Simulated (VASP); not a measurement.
# Cs (Pm-3n) in VASP: single point with PBE

Aim: the single point of Cs with PBE.

All numbers are computed with VASP 6.6.1; they aren't measurements. Logs are shortened: lines on timing, memory, paths and dates and some standing lists are left out, and cuts for length are marked.

## 1. The cell of the first run

The structure is cubic, space group Pm-3n (No. 223). Conventional cell: a = 9.799 Å, b = 9.799 Å, c = 9.799 Å, α = 90.00°, β = 90.00°, γ = 90.00°.

## 2. Single point, PBE

Input file INCAR:

```
SYSTEM = Cs
PREC = Accurate ; ENCUT = 520
EDIFF = 1E-6 ; ISMEAR = -1
SIGMA = 0.1 ; LREAL = .FALSE.
LASPH = .TRUE. ; NELM = 100
ALGO = Normal ; ISIF = 2
LWAVE = .FALSE. ; LCHARG = .FALSE.
GGA = PE ; NBANDS = 46
```

Input file KPOINTS:

```
regular mesh
0
G
  4 4 4
  0 0 0
```

Input file POSCAR:

```
Cs
1.0
    9.7985035931      0.0000000000      0.0000000000
    0.0000000000      9.7985035931      0.0000000000
    0.0000000000      0.0000000000      9.7985035931
Cs
8
Direct
    0.0000000000      1.0000000000      1.0000000000
    0.5000000000      0.5000000000      0.5000000000
    0.2500000000      1.0000000000      0.5000000000
    0.7500000000      0.0000000000      0.5000000000
    0.5000000000      0.2500000000      1.0000000000
    0.5000000000      0.7500000000      1.0000000000
    1.0000000000      0.5000000000      0.2500000000
    1.0000000000      0.5000000000      0.7500000000
```

Potentials or basis: VASP PAW PBE potentials, release 64 (Cs_sv).

Run with:

```bash
cat potpaw_PBE.64/Cs_sv/POTCAR > POTCAR
mpirun -np 1 vasp_std > vasp.out
```

OUTCAR:

```text
SYSTEM = Cs
   PREC = Accurate
   ENCUT = 520
   EDIFF = 1E-6
   ISMEAR = -1
   LREAL = .FALSE.
   LASPH = .TRUE.
   NELM = 100
   ISIF = 2
   GGA = PE

 ion  position               nearest neighbor table
   1  0.000  0.000  0.000-
   2  0.500  0.500  0.500-
   3  0.250  0.000  0.500-
   4  0.750  0.000  0.500-
   5  0.500  0.250  0.000-
   6  0.500  0.750  0.000-
   7  0.000  0.500  0.250-
   8  0.000  0.500  0.750-

  LATTYP: Found a simple cubic cell.
 ALAT       =     9.7985035931

  Lattice vectors:

 A1 = (   9.7985035931,   0.0000000000,   0.0000000000)
 A2 = (   0.0000000000,   9.7985035931,   0.0000000000)
 A3 = (   0.0000000000,   0.0000000000,   9.7985035931)

Analysis of symmetry for initial positions (statically):
=====================================================================
 Subroutine PRICEL returns:
 Original cell was already a primitive cell.

 Routine SETGRP: Setting up the symmetry group for a
 simple cubic supercell.

 Subroutine GETGRP returns: Found 48 space group operations
 (whereof 24 operations were pure point group operations)
 out of a pool of 48 trial point group operations.

The static configuration has the point symmetry T_h .
 The point group associated with its full space group is O_h .

Analysis of symmetry for dynamics (positions and initial velocities):
=====================================================================
 Subroutine PRICEL returns:
 Original cell was already a primitive cell.

 Routine SETGRP: Setting up the symmetry group for a
 simple cubic supercell.

 Subroutine GETGRP returns: Found 48 space group operations
 (whereof 24 operations were pure point group operations)
 out of a pool of 48 trial point group operations.

The dynamic configuration has the point symmetry T_h .
 The point group associated with its full space group is O_h .

 Subroutine INISYM returns: Found 48 space group operations
 (whereof 24 operations are pure point group operations),
 and found     1 'primitive' translations

----------------------------------------------------------------------------------------

                                     Primitive cell

  volume of cell :     940.7609

  direct lattice vectors                    reciprocal lattice vectors
     9.798503593  0.000000000  0.000000000     0.102056400  0.000000000  0.000000000
     0.000000000  9.798503593  0.000000000     0.000000000  0.102056400  0.000000000
     0.000000000  0.000000000  9.798503593     0.000000000  0.000000000  0.102056400

  length of vectors
     9.798503593  9.798503593  9.798503593     0.102056400  0.102056400  0.102056400

  position of ions in fractional coordinates (direct lattice)
     0.000000000  0.000000000  0.000000000
     0.500000000  0.500000000  0.500000000
     0.250000000  0.000000000  0.500000000
     0.750000000  0.000000000  0.500000000
     0.500000000  0.250000000  0.000000000
     0.500000000  0.750000000  0.000000000
     0.000000000  0.500000000  0.250000000
     0.000000000  0.500000000  0.750000000

  ion indices of the primitive-cell ions
   primitive index   ion index
                 1           1
                 2           2
                 3           3
                 4           4
                 5           5
                 6           6
                 7           7
                 8           8

----------------------------------------------------------------------------------------

 KPOINTS: regular mesh

Automatic generation of k-mesh.
 Grid dimensions read from file:
 generate k-points for:    4    4    4

 Generating k-lattice:

  Cartesian coordinates                     Fractional coordinates (reciprocal lattice)
     0.025514100  0.000000000  0.000000000     0.250000000  0.000000000  0.000000000
     0.000000000  0.025514100  0.000000000     0.000000000  0.250000000  0.000000000
     0.000000000  0.000000000  0.025514100     0.000000000  0.000000000  0.250000000

  Length of vectors
     0.025514100  0.025514100  0.025514100

  Shift w.r.t. Gamma in fractional coordinates (k-lattice)
     0.000000000  0.000000000  0.000000000

 Subroutine IBZKPT returns following result:
 ===========================================

 Found     10 irreducible k-points:

 Following reciprocal coordinates:
            Coordinates               Weight
  0.000000  0.000000  0.000000      1.000000
  0.250000  0.000000  0.000000      6.000000
  0.500000  0.000000  0.000000      3.000000
  0.250000  0.250000  0.000000     12.000000
  0.500000  0.250000  0.000000     12.000000
  0.500000  0.500000  0.000000      3.000000
  0.250000  0.250000  0.250000      8.000000
  0.500000  0.250000  0.250000     12.000000
  0.500000  0.500000  0.250000      6.000000
  0.500000  0.500000  0.500000      1.000000
   k-points           NKPTS =     10   k-points in BZ     NKDIM =     10   number of bands    NBANDS=     46
   number of dos      NEDOS =    301   number of ions     NIONS =      8
   total plane-waves  NPLWV = 512000
   dimension x,y,z NGX =    80 NGY =   80 NGZ =   80
   dimension x,y,z NGXF=   160 NGYF=  160 NGZF=  160
   ions per type =               8
   NGX,Y,Z   is equivalent  to a cutoff of  13.57, 13.57, 13.57 a.u.
   NGXF,Y,Z  is equivalent  to a cutoff of  27.15, 27.15, 27.15 a.u.
 SYSTEM =  Cs
   PREC   = accura    normal or accurate (medium, high low for compatibility)
   ISTART =      0    job   : 0-new  1-cont  2-samecut
   ICHARG =      2    charge: 1-file 2-atom 10-const
   ISPIN  =      1    spin polarized calculation?
   LNONCOLLINEAR =      F non collinear calculations
   LSORBIT =      F    spin-orbit coupling
   LASPH  =      T    aspherical Exc in radial PAW
   ENCUT  =  520.0 eV  38.22 Ry    6.18 a.u.  18.22 18.22 18.22*2*pi/ulx,y,z
   NELM   =    100;   NELMIN=  2; NELMDL= -5     # of ELM steps
   EDIFF  = 0.1E-05   stopping-criterion for ELM
   LREAL  =      F    real-space projection
   EDIFFG = 0.1E-04   stopping-criterion for IOM
   NSW    =      0    number of steps for IOM
   IBRION =     -1    ionic relax: 0-MD 1-quasi-New 2-CG
   NFREE  =      0    steps in history (QN), initial steepest desc. (CG)
   ISIF   =      2    stress and relaxation
   ISYM   =      2    0-nonsym 1-usesym 2-fastsym
   POTIM  = 0.5000    time-step for ionic-motion
   TEBEG  =    0.0;   TEEND  =   0.0 temperature during run
   PSTRESS=    0.0 pullay stress
   NELECT =      72.0000    total number of electrons
   NUPDOWN=      -1.0000    fix difference up-down
   EMIN   =  10.00;   EMAX   =-10.00  energy-range for DOS
   EFERMI =   0.00;   METHOD = LEGACY
   ISMEAR =    -1;   SIGMA  =   0.10  broadening in eV -4-tet -1-fermi 0-gaus
   EFERMI_NEDOS =   21; number of points for ismear=-14 and -15
   IALGO  =     38    algorithm
   IMIX   =      4    mixing-type and parameters
     AMIX     =   0.40;   BMIX     =  1.00
     AMIX_MAG =   1.60;   BMIX_MAG =  1.00
  volume/ion in A,a.u.               =     117.60       793.57
  Fermi-wavevector in a.u.,A,eV,Ry     =   0.695066  1.313484  6.573198  0.483116
  Thomas-Fermi vector in A             =   1.777734
   LORBIT       =      0    0 simple, 1 ext, 2 COOP (PROOUT), +10 PAW based schemes
   GGA     = PE    functional components
   LHFCALC =     F    Hartree Fock is set to
   AEXX    =    0.0000 exact exchange contribution
   IVDW    =     0    specifies the selected vdW correction
   LEPSILON=     F    determine dielectric tensor
   LRPA    =     F    only Hartree local field effects (RPA)
 non-spin polarized calculation
  energy-cutoff  :      520.00
  volume of cell :      940.76
 maximum number of plane-waves:     25404
 NGX is ok and might be reduce to    80
   NGX = 37   NGY = 37   NGZ = 37

 number of electron      71.9999989 magnetization

 Free energy of the ion-electron system (eV)
  ---------------------------------------------------
  ext. energy  EPLUGINS =         0.00000000
  ---------------------------------------------------
  free energy    TOTEN  =        -6.89991428 eV

  energy without entropy =       -6.58728351  energy(sigma->0) =       -6.74359889

 E-fermi :   0.3959     XC(G=0):  -5.3477

 val. band max:        0.3882139190   @ k =   0.2500   0.0000   0.0000
 cond. band min:       0.4015116313   @ k =   0.2500   0.0000   0.0000
 fundamental gap:      0.0132977123
 Fermi energy:         0.3958972646

 k-point     1 :       0.0000    0.0000    0.0000
  band No.  band energies     occupation
      1     -23.4775      2.00000
      2     -23.4748      2.00000
      3     -23.4748      2.00000
      4     -23.4692      2.00000
      5     -23.4679      2.00000
      6     -23.4665      2.00000
[... 38 lines left out ...]
     45       1.3398      0.00016
     46       1.4995      0.00003

 k-point     2 :       0.2500    0.0000    0.0000
  band No.  band energies     occupation
      1     -23.4769      2.00000
      2     -23.4750      2.00000
      3     -23.4739      2.00000
      4     -23.4695      2.00000
      5     -23.4681      2.00000
      6     -23.4675      2.00000
[... 38 lines left out ...]
     45       1.4682      0.00004
     46       1.4682      0.00004

 k-point     3 :       0.5000    0.0000    0.0000
  band No.  band energies     occupation
      1     -23.4757      2.00000
      2     -23.4757      2.00000
      3     -23.4714      2.00000
      4     -23.4714      2.00000
      5     -23.4683      2.00000
      6     -23.4683      2.00000
[... 332 lines left out ...]
     45       1.7069      0.00000
     46       1.7071      0.00000

 k-point    10 :       0.5000    0.5000    0.5000
  band No.  band energies     occupation
      1     -23.4709      2.00000
      2     -23.4709      2.00000
      3     -23.4709      2.00000
      4     -23.4709      2.00000
      5     -23.4709      2.00000
      6     -23.4709      2.00000
[... 38 lines left out ...]
     45       1.8692      0.00000
     46       1.8693      0.00000

------------------------ aborting loop because EDIFF is reached ----------------------------------------

  FORCE on cell =-STRESS in cart. coord.  units (eV):
  Direction    XX          YY          ZZ          XY          YZ          ZX
  --------------------------------------------------------------------------------------
  -------------------------------------------------------------------------------------
  Total        0.0307839      0.0307839      0.0307839     -0.0000000      0.0000000     -0.0000000
  in kB        0.0524269      0.0524269      0.0524269     -0.0000000      0.0000000     -0.0000000
  external PRESSURE =       0.0524269 kB  Pullay stress =       0.0000000 kB

 VOLUME and BASIS-vectors are now :
 -----------------------------------------------------------------------------
  energy-cutoff  :      520.00
  volume of cell :      940.76
      direct lattice vectors                 reciprocal lattice vectors
     9.798503593  0.000000000  0.000000000     0.102056400  0.000000000  0.000000000
     0.000000000  9.798503593  0.000000000     0.000000000  0.102056400  0.000000000
     0.000000000  0.000000000  9.798503593     0.000000000  0.000000000  0.102056400

 POSITION                                       TOTAL-FORCE (eV/Angst)
 -----------------------------------------------------------------------------------
      0.00000      0.00000      0.00000        -0.000000      0.000000     -0.000000
      4.89925      4.89925      4.89925        -0.000000      0.000000     -0.000000
      2.44963      0.00000      4.89925         0.000000      0.000000      0.000000
      7.34888      0.00000      4.89925        -0.000000     -0.000000      0.000000
      4.89925      2.44963      0.00000        -0.000000     -0.000000     -0.000000
      4.89925      7.34888      0.00000        -0.000000      0.000000      0.000000
      0.00000      4.89925      2.44963        -0.000000     -0.000000      0.000000
      0.00000      4.89925      7.34888         0.000000     -0.000000     -0.000000
 -----------------------------------------------------------------------------------
    total drift:                                0.000000     -0.000000      0.000000

  FREE ENERGIE OF THE ION-ELECTRON SYSTEM (eV)
  ---------------------------------------------------
  free  energy   TOTEN  =        -6.8999142794 eV

  energy  without entropy=       -6.5872835097  energy(sigma->0) =       -6.74359889
```

Run time: 26 min. Hardware: 1 thread of Intel Xeon 8259CL, shared host; peak memory 1.1 GiB.

Results:

- Free energy: -6.8999 eV
- Pressure: 0.0 GPa
- Band gap on the k mesh: zero (bands 36 and 37 overlap by 0.40 eV)

Levels at points of the mesh, in eV from the Fermi level:
```csv
k point,band 33,band 34,band 35,band 36,band 37,band 38,band 39,band 40
"(0.00, 0.00, 0.00)",-1.65,-0.11,-0.11,-0.06,0.30,0.30,0.30,0.91
"(0.50, 0.00, 0.00)",-1.14,-1.14,0.13,0.13,0.31,0.31,0.60,0.60
"(0.50, 0.50, 0.00)",-0.69,-0.68,-0.68,-0.66,0.34,0.44,0.44,0.58
"(0.50, 0.50, 0.50)",-0.27,-0.27,-0.26,-0.26,-0.26,-0.26,-0.26,-0.26
```

Caveat: spin-orbit coupling is left out, which moves the levels of the heavy elements.
